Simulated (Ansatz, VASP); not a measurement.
# Two plane-wave programs on W

```
W
1.0
    -1.58234    1.58234    1.58234
     1.58234   -1.58234    1.58234
     1.58234    1.58234   -1.58234
W
1
Direct
  0.00000 0.00000 0.00000
```

Alike in both runs: task relaxation of cell and atoms; functional PBE; k mesh 17 × 17 × 17; occupations fermi-dirac, width 0.05 eV; no spin polarisation.

|  | VASP | Ansatz |
| --- | --- | --- |
| version | VASP 6.6.1 | Ansatz 0.2.0 |
| potentials or method | VASP PAW PBE potentials, release 64 (W_sv), cutoff 600 eV | plane-wave PAW DFT |
| valence electrons in the cell | 14 | 14 |

```tsv
	VASP	Ansatz	Ansatz less VASP
relaxed volume (Å³/atom)	16.17	16.14	-0.028
relaxed cell length with the largest relative difference (Å)	2.759	2.757	-0.0016
```

Neither program's run includes spin-orbit coupling.
